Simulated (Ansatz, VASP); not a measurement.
# One calculation of C, two programs

The input INCAR:

```
PREC = Accurate
ENCUT = 520
EDIFF = 1E-7
ISMEAR = -1
SIGMA = 0.1
LREAL = False
LASPH = True
NELM = 100
ALGO = Normal
ISIF = 2
LWAVE = False
LCHARG = False
GGA = PE
NBANDS = 11
```

File KPOINTS:

```
Automatic mesh
0
Gamma
  21 21 21
```

POSCAR

```
C
1.0
   -1.2191667246      1.2191667246      1.7241222397
    1.2191667246     -1.2191667246      1.7241222397
    1.2191667246      1.2191667246     -1.7241222397
C
2
Direct
   -0.3750000000     -0.1250000000     -0.2500000000
    0.3750000000      0.1250000000      0.2500000000
```

Input for Ansatz:

```yaml
crystal:
  lattice:
    - [-1.2191667246, 1.2191667246, 1.7241222397]
    - [1.2191667246, -1.2191667246, 1.7241222397]
    - [1.2191667246, 1.2191667246, -1.7241222397]
  atoms:
    - { symbol: C, position: [-0.375, -0.125, -0.25] }
    - { symbol: C, position: [0.375, 0.125, 0.25] }
kpoints:
  mp_grid: { grid: [21, 21, 21] }
scf:
  occupations: { method: fermi_dirac, width: 0.1 }
hamiltonian:
  xc: pbe
  pseudopotentials: { kind: all_electron, lapw: { basis_error: 0.001 } }
output:
  forces: true
  stress: true
  eigenvalues: true
  populations: true
```

Change from the starting cell: volume scaled by 0.9, LAPW.

Alike in both runs: task single point; functional PBE; k mesh 21 × 21 × 21; occupations fermi-dirac, width 0.1 eV; no spin polarisation.

|  | VASP | Ansatz |
| --- | --- | --- |
| version | VASP 6.6.1 | Ansatz 0.2.0 |
| potentials or method | VASP PAW PBE potentials, release 64 (C), cutoff 520 eV | all-electron LAPW, scalar-relativistic |

VASP gave:

```
gap on the k mesh at the Fermi level (eV) : 4.36
pressure (GPa)                            : 56.5
```

What did Ansatz give for the same quantities?

gap on the k mesh at the Fermi level (eV): 4.37; pressure (GPa): 55.4.

Both programs put the cell under a high pressure, so it lies far from rest at this level. Ansatz ran all-electron here, and VASP with PAW potentials. Ansatz's warnings: near symmetry operations not taken.
